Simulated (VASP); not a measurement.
# Pb (P6_3/mmc) in VASP: a series of runs, part 2 of 3

VASP 6.6.1. Earlier steps stand in the parts before.

### 3 Single point, PBE

Contents of INCAR:

```
ALGO = Normal
EDIFF = 1E-6
ENCUT = 520
GGA = PE
ISIF = 2
ISMEAR = -1
LASPH = True
LCHARG = False
LREAL = False
LWAVE = False
NBANDS = 21
NELM = 100
PREC = Accurate
SIGMA = 0.05
```

Contents of KPOINTS:

```
k-points
0
Gamma
  9 9 5
```

Contents of POSCAR:

```
Pb
1.0
    3.4329672075      0.0000000000      0.0000000000
   -1.7164836037      2.9730368121      0.0000000000
    0.0000000000      0.0000000000      5.5144501982
Pb
2
Direct
    0.6666666667      0.3333333333      0.7500000000
    0.3333333333      0.6666666667      0.2500000000
```

Potentials or basis: VASP PAW PBE potentials, release 64 (Pb_d).

Run with:

```console
cat potpaw_PBE.64/Pb_d/POTCAR > POTCAR
mpirun -np 1 vasp_std > vasp.out
```

OUTCAR:

```text
EDIFF = 1E-6
   ENCUT = 520
   GGA = PE
   ISIF = 2
   ISMEAR = -1
   LASPH = True
   LREAL = False
   NELM = 100
   PREC = Accurate

 ion  position               nearest neighbor table
   1  0.667  0.333  0.750-   2 3.40   2 3.40   2 3.40   2 3.40   2 3.40   2 3.40
   2  0.333  0.667  0.250-   1 3.40   1 3.40   1 3.40   1 3.40   1 3.40   1 3.40

  LATTYP: Found a hexagonal cell.
 ALAT       =     3.4329672075
 C/A-ratio  =     1.6063218391

  Lattice vectors:

 A1 = (   3.4329672075,   0.0000000000,   0.0000000000)
 A2 = (  -1.7164836037,   2.9730368121,   0.0000000000)
 A3 = (   0.0000000000,   0.0000000000,   5.5144501982)

Analysis of symmetry for initial positions (statically):
=====================================================================
 Subroutine PRICEL returns:
 Original cell was already a primitive cell.

 Routine SETGRP: Setting up the symmetry group for a
 hexagonal supercell.

 Subroutine GETGRP returns: Found 24 space group operations
 (whereof 12 operations were pure point group operations)
 out of a pool of 24 trial point group operations.

The static configuration has the point symmetry D_3d.
 The point group associated with its full space group is D_6h.

Analysis of symmetry for dynamics (positions and initial velocities):
=====================================================================
 Subroutine PRICEL returns:
 Original cell was already a primitive cell.

 Routine SETGRP: Setting up the symmetry group for a
 hexagonal supercell.

 Subroutine GETGRP returns: Found 24 space group operations
 (whereof 12 operations were pure point group operations)
 out of a pool of 24 trial point group operations.

The dynamic configuration has the point symmetry D_3d.
[... 105 lines left out ...]
   NFREE  =      0    steps in history (QN), initial steepest desc. (CG)
   ISIF   =      2    stress and relaxation
   ISYM   =      2    0-nonsym 1-usesym 2-fastsym
   POTIM  = 0.5000    time-step for ionic-motion
   TEBEG  =    0.0;   TEEND  =   0.0 temperature during run
   PSTRESS=    0.0 pullay stress
   NELECT =      28.0000    total number of electrons
   NUPDOWN=      -1.0000    fix difference up-down
   EMIN   =  10.00;   EMAX   =-10.00  energy-range for DOS
   EFERMI =   0.00;   METHOD = LEGACY
   ISMEAR =    -1;   SIGMA  =   0.05  broadening in eV -4-tet -1-fermi 0-gaus
   EFERMI_NEDOS =   21; number of points for ismear=-14 and -15
   IALGO  =     38    algorithm
   IMIX   =      4    mixing-type and parameters
     AMIX     =   0.40;   BMIX     =  1.00
     AMIX_MAG =   1.60;   BMIX_MAG =  1.00
  volume/ion in A,a.u.               =      28.14       189.91
  Fermi-wavevector in a.u.,A,eV,Ry     =   1.297190  2.451333 22.894535  1.682701
  Thomas-Fermi vector in A             =   2.428598
   LORBIT       =      0    0 simple, 1 ext, 2 COOP (PROOUT), +10 PAW based schemes
   GGA     = PE    functional components
   LHFCALC =     F    Hartree Fock is set to
   AEXX    =    0.0000 exact exchange contribution
   IVDW    =     0    specifies the selected vdW correction
   LEPSILON=     F    determine dielectric tensor
   LRPA    =     F    only Hartree local field effects (RPA)
 non-spin polarized calculation
  energy-cutoff  :      520.00
  volume of cell :       56.28
 maximum number of plane-waves:      1529
 NGX is ok and might be reduce to    28
   NGX = 13   NGY = 13   NGZ = 21

 number of electron      28.0000001 magnetization

 Free energy of the ion-electron system (eV)
  ---------------------------------------------------
  ext. energy  EPLUGINS =         0.00000000
  ---------------------------------------------------
  free energy    TOTEN  =        -6.93554231 eV

  energy without entropy =       -6.92666988  energy(sigma->0) =       -6.93110610

 E-fermi :   8.1216     XC(G=0): -10.5508

 val. band max:        8.0976461149   @ k =   0.3333   0.1111   0.2000
 cond. band min:       8.2562362300   @ k =   0.3333   0.3333   0.2000
 fundamental gap:      0.1585901151
 Fermi energy:         8.1216012356

 k-point     1 :       0.0000    0.0000    0.0000
  band No.  band energies     occupation
      1      -9.0368      2.00000
      2      -8.9738      2.00000
      3      -8.9738      2.00000
      4      -8.9727      2.00000
      5      -8.9451      2.00000
      6      -8.9451      2.00000
[... 565 lines left out ...]
     20      21.1417      0.00000
     21      21.1418      0.00000

 [... further k-points ...]
[... 5 lines left out ...]
  --------------------------------------------------------------------------------------
  -------------------------------------------------------------------------------------
  Total        1.7736151      1.7736151      3.4196709      0.0000000      0.0000000      0.0000000
  in kB       50.4891206     50.4891206     97.3470377      0.0000000      0.0000000      0.0000000
  external PRESSURE =      66.1084263 kB  Pullay stress =       0.0000000 kB

 VOLUME and BASIS-vectors are now :
 -----------------------------------------------------------------------------
  energy-cutoff  :      520.00
  volume of cell :       56.28
      direct lattice vectors                 reciprocal lattice vectors
     3.432967207  0.000000000  0.000000000     0.291293199  0.168178207  0.000000000
    -1.716483604  2.973036812  0.000000000     0.000000000  0.336356414  0.000000000
     0.000000000  0.000000000  5.514450198     0.000000000  0.000000000  0.181341741

 POSITION                                       TOTAL-FORCE (eV/Angst)
 -----------------------------------------------------------------------------------
      1.71648      0.99101      4.13584        -0.000000      0.000000      0.000000
     -0.00000      1.98202      1.37861         0.000000     -0.000000      0.000000
 -----------------------------------------------------------------------------------
    total drift:                                0.000000     -0.000000      0.000000

  FREE ENERGIE OF THE ION-ELECTRON SYSTEM (eV)
  ---------------------------------------------------
  free  energy   TOTEN  =        -6.9355423074 eV

  energy  without entropy=       -6.9266698843  energy(sigma->0) =       -6.93110610
```

stdout:

```text
POSCAR found type information on POSCAR Pb
 POSCAR found :  1 types and       2 ions
 scaLAPACK will be used
 LDA part: xc-table for (Slater+PW92), standard interpolation
 POSCAR, INCAR and KPOINTS ok, starting setup
 FFT: planning ... GRIDC
 FFT: planning ... GRID_SOFT
 FFT: planning ... GRID
 WAVECAR not read
 entering main loop
```

It took 36 s on 1 thread of Intel Xeon Platinum 8259CL at 2.50GHz (Skylake/Cascade Lake), shared host; peak memory 0.19 GiB.

What came out:

```yaml
Free_energy: -6.9355 eV
Pressure: 6.6 GPa
Band_gap_on_the_k_mesh: zero (band 14 reaches 14.12 eV, above the bottom of band 15 at 5.99 eV)
```

Levels at points of the mesh, in eV from the Fermi level:
| k point | band 11 | band 12 | band 13 | band 14 | band 15 | band 16 | band 17 | band 18 |
| --- | --- | --- | --- | --- | --- | --- | --- | --- |
| (0.00, 0.00, 0.00) | -12.26 | -8.02 | -4.50 | 5.82 | 5.82 | 7.82 | 7.82 | 8.54 |

Caveat: spin-orbit coupling is left out, which moves the levels of the heavy elements.

### 4 Single point, PBEsol

Contents of INCAR:

```
SYSTEM = Pb
PREC = Accurate
ENCUT = 520
EDIFF = 1E-7
ISMEAR = -1
SIGMA = 0.05
LREAL = .False.
LASPH = .True.
NELM = 60
ALGO = Normal
ISIF = 2
LWAVE = .False.
LCHARG = .False.
GGA = PS
NBANDS = 21
```

Contents of KPOINTS:

```
regular mesh
0
Gamma
  9 9 5
  0 0 0
```

POSCAR is that of step 3.

Run with:

```console
cat potpaw_PBE.64/Pb_d/POTCAR > POTCAR
mpirun -np 1 vasp_std > vasp.out
```

It took 36 s on 1 thread of Intel Xeon Platinum 8259CL at 2.50GHz (Skylake/Cascade Lake), shared host; peak memory 0.19 GiB.

The run converged. Its results:

```yaml
Free_energy: -7.9141 eV
Pressure: 3.3 GPa
Band_gap_on_the_k_mesh: zero (band 14 reaches 13.92 eV, above the bottom of band 15 at 5.79 eV)
```

Stress tensor (GPa, compression positive):
```
1.73 0.00 0.00
0.00 1.73 0.00
0.00 0.00 6.34
```

Levels at points of the mesh, in eV from the Fermi level:
```
           k point  band 11  band 12  band 13  band 14  band 15  band 16  band 17  band 18
(0.00, 0.00, 0.00)   -12.26    -8.02    -4.51     5.83     5.83     7.82     7.82     8.54
```

Caveat: the PAW data sets were made with another functional, which shifts forces and pressure a little; spin-orbit coupling is left out, which moves the levels of the heavy elements.

### 5 Single point, LDA

This run uses another cell than the first one, of 28.73 Å³/atom, 1.021 times its volume.

Contents of INCAR:

```
SYSTEM = Pb
PREC = Accurate
ENCUT = 520
EDIFF = 1E-6
ISMEAR = -1
SIGMA = 0.05
LREAL = .False.
LASPH = .True.
NELM = 60
ALGO = Fast
ISIF = 2
LWAVE = .False.
LCHARG = .False.
NBANDS = 21
```

KPOINTS is that of step 4.

Contents of POSCAR:

```
Pb
1.0
    3.4566435916      0.0000000000      0.0000000000
   -1.7283217958      2.9935411621      0.0000000000
    0.0000000000      0.0000000000      5.5524820910
Pb
2
Direct
    0.6666666667      0.3333333333      0.7500000000
    0.3333333333      0.6666666667      0.2500000000
```

Potentials or basis: VASP PAW LDA potentials, release 64 (Pb_d).

Run with:

```console
cat potpaw_LDA.64/Pb_d/POTCAR > POTCAR
mpirun -np 1 vasp_std > vasp.out
```

OUTCAR:

```text
SYSTEM = Pb
   PREC = Accurate
   ENCUT = 520
   EDIFF = 1E-6
   ISMEAR = -1
   LREAL = .False.
   LASPH = .True.
   NELM = 60
   ISIF = 2

 ion  position               nearest neighbor table
   1  0.667  0.333  0.750-   2 3.42   2 3.42   2 3.42   2 3.42   2 3.42   2 3.42
   2  0.333  0.667  0.250-   1 3.42   1 3.42   1 3.42   1 3.42   1 3.42   1 3.42

  LATTYP: Found a hexagonal cell.
 ALAT       =     3.4566435916
 C/A-ratio  =     1.6063218391

  Lattice vectors:

 A1 = (   3.4566435916,   0.0000000000,   0.0000000000)
 A2 = (  -1.7283217958,   2.9935411621,   0.0000000000)
[... 192 lines left out ...]
      5      -9.3802      2.00000
      6      -9.3802      2.00000
[... 565 lines left out ...]
     20      20.4763      0.00000
     21      20.4848      0.00000

 [... further k-points ...]
[... 5 lines left out ...]
  --------------------------------------------------------------------------------------
  -------------------------------------------------------------------------------------
  Total       -0.3152706     -0.3152706      1.1669870      0.0000000      0.0000000      0.0000000
  in kB       -8.7915830     -8.7915830     32.5424002      0.0000000      0.0000000      0.0000000
  external PRESSURE =       4.9864114 kB  Pullay stress =       0.0000000 kB

 VOLUME and BASIS-vectors are now :
 -----------------------------------------------------------------------------
  energy-cutoff  :      520.00
  volume of cell :       57.45
      direct lattice vectors                 reciprocal lattice vectors
     3.456643592  0.000000000  0.000000000     0.289297978  0.167026265  0.000000000
    -1.728321796  2.993541162  0.000000000     0.000000000  0.334052530  0.000000000
     0.000000000  0.000000000  5.552482091     0.000000000  0.000000000  0.180099635

 POSITION                                       TOTAL-FORCE (eV/Angst)
 -----------------------------------------------------------------------------------
      1.72832      0.99785      4.16436         0.000000      0.000000      0.000000
     -0.00000      1.99569      1.38812        -0.000000     -0.000000      0.000000
 -----------------------------------------------------------------------------------
    total drift:                               -0.000000      0.000000      0.000000

  FREE ENERGIE OF THE ION-ELECTRON SYSTEM (eV)
  ---------------------------------------------------
  free  energy   TOTEN  =        -8.4589330642 eV

  energy  without entropy=       -8.4491418232  energy(sigma->0) =       -8.45403744
```

OSZICAR:

```text
N       E                     dE             d eps       ncg     rms          rms(c)
DAV:   1     0.296432925252E+03    0.29643E+03   -0.14447E+04  1517   0.166E+03
DAV:   2     0.129888242271E+02   -0.28344E+03   -0.27683E+03  1512   0.409E+02
DAV:   3    -0.781730571172E+01   -0.20806E+02   -0.20595E+02  1838   0.137E+02
DAV:   4    -0.846263365711E+01   -0.64533E+00   -0.64508E+00  1806   0.275E+01
DAV:   5    -0.849483520463E+01   -0.32202E-01   -0.32201E-01  2126   0.556E+00    0.859E-01
RMM:   6    -0.846672430463E+01    0.28111E-01   -0.37136E-02  1707   0.235E+00    0.418E-01
RMM:   7    -0.845886905497E+01    0.78552E-02   -0.22728E-02  1705   0.144E+00    0.117E-01
RMM:   8    -0.845874206551E+01    0.12699E-03   -0.58792E-03  2227   0.989E-01    0.203E-02
RMM:   9    -0.845890597159E+01   -0.16391E-03   -0.18039E-03  2191   0.340E-01    0.167E-02
RMM:  10    -0.845892503913E+01   -0.19068E-04   -0.24657E-04  1983   0.207E-01    0.136E-02
RMM:  11    -0.845892899863E+01   -0.39595E-05   -0.11651E-04  2206   0.107E-01    0.183E-03
RMM:  12    -0.845893268797E+01   -0.36893E-05   -0.38570E-05  2032   0.530E-02    0.161E-03
RMM:  13    -0.845893306417E+01   -0.37621E-06   -0.42017E-06  1184   0.217E-02
   1 F= -.84589331E+01 E0= -.84540374E+01  d E =-.979124E-02
```

stdout:

```text
POSCAR found type information on POSCAR Pb
 POSCAR found :  1 types and       2 ions
 scaLAPACK will be used
 LDA part: xc-table for (Slater(with rela. corr.)+CA(PZ))
 , standard interpolation
 POSCAR, INCAR and KPOINTS ok, starting setup
 FFT: planning ... GRIDC
 FFT: planning ... GRID_SOFT
 FFT: planning ... GRID
 WAVECAR not read
 entering main loop
```

It took 41 s on 1 thread of Intel Xeon Platinum 8259CL at 2.50GHz (Skylake/Cascade Lake), shared host; peak memory 0.17 GiB.

What came out:

| Item | Value |
| --- | --- |
| Free energy | -8.4589 eV |
| Pressure | 0.5 GPa |
| Band gap on the k mesh | zero (band 14 reaches 13.42 eV, above the bottom of band 15 at 5.54 eV) |

Caveat: spin-orbit coupling is left out, which moves the levels of the heavy elements.

(Continued in part 3 of 3.)
